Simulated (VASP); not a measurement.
Se: single point with PBEsol

The system is Se.

```xyz
6
Lattice="5.5120 3.1824 1.5679 -5.5120 3.1824 1.5679 0.0000 -6.3647 1.5679" Properties=species:S:1:pos:R:3 pbc="T T T"
Se    0.7318   -4.3465    2.1101
Se    3.3983    2.8071    2.1101
Se   -4.1301    1.5395    2.1101
Se   -0.7318    4.3465    2.5936
Se   -3.3983   -2.8071    2.5936
Se    4.1301   -1.5395    2.5936
```

```json
{
  "Program": "VASP 6.6.1",
  "Task": "single point",
  "Functional": "PBEsol",
  "Potentials or basis": "VASP PAW PBE potentials, release 64 (Se)",
  "Cutoff": "520 eV",
  "k mesh": "6 × 6 × 6",
  "Occupations": "gaussian, width 0.02 eV",
  "Spin": "no spin polarisation"
}
```

```json
{
 "Pressure": "-1.0 GPa",
 "Largest force": "0.035 eV/Å",
 "Band gap on the k mesh": "1.22 eV (least direct gap 1.33 eV)"
}
```

Forces in eV/Å, atoms in the order of the input:
```
Se   0.005  0.024  0.025
Se  -0.023 -0.007  0.025
Se   0.018 -0.017  0.025
Se  -0.005 -0.024 -0.025
Se   0.023  0.007 -0.025
Se  -0.018  0.017 -0.025
```

Stress tensor (GPa, compression positive):
```
-1.28  0.00  0.00
 0.00 -1.28  0.00
 0.00  0.00 -0.55
```

Levels at points of the mesh, in eV from the valence-band top:
| k point | band 16 | band 17 | band 18 | band 19 | band 20 | band 21 |
| --- | --- | --- | --- | --- | --- | --- |
| (0.00, 0.00, 0.00) | -0.77 | -0.39 | -0.39 | 1.99 | 1.99 | 2.42 |
| (0.50, 0.00, 0.00) | -0.76 | -0.13 | 0.00 | 1.80 | 1.86 | 2.67 |
| (0.50, 0.50, 0.00) | -1.19 | -0.81 | -0.08 | 1.40 | 1.73 | 2.27 |
| (0.50, 0.50, 0.50) | -1.10 | -1.10 | -0.23 | 1.65 | 1.65 | 1.91 |

Wall time 2.9 min on 1 thread of Intel(R) Xeon(R) Platinum 8488C (Sapphire Rapids), with other jobs on the host, peak memory 0.4 GiB.

Caveat: this functional lacks dispersion, which holds the molecules together, so the pressure and a relaxed volume are unreliable; the PAW data sets were made with another functional, which shifts forces and pressure a little. As with any semilocal functional, this PBEsol gap is likely too small.
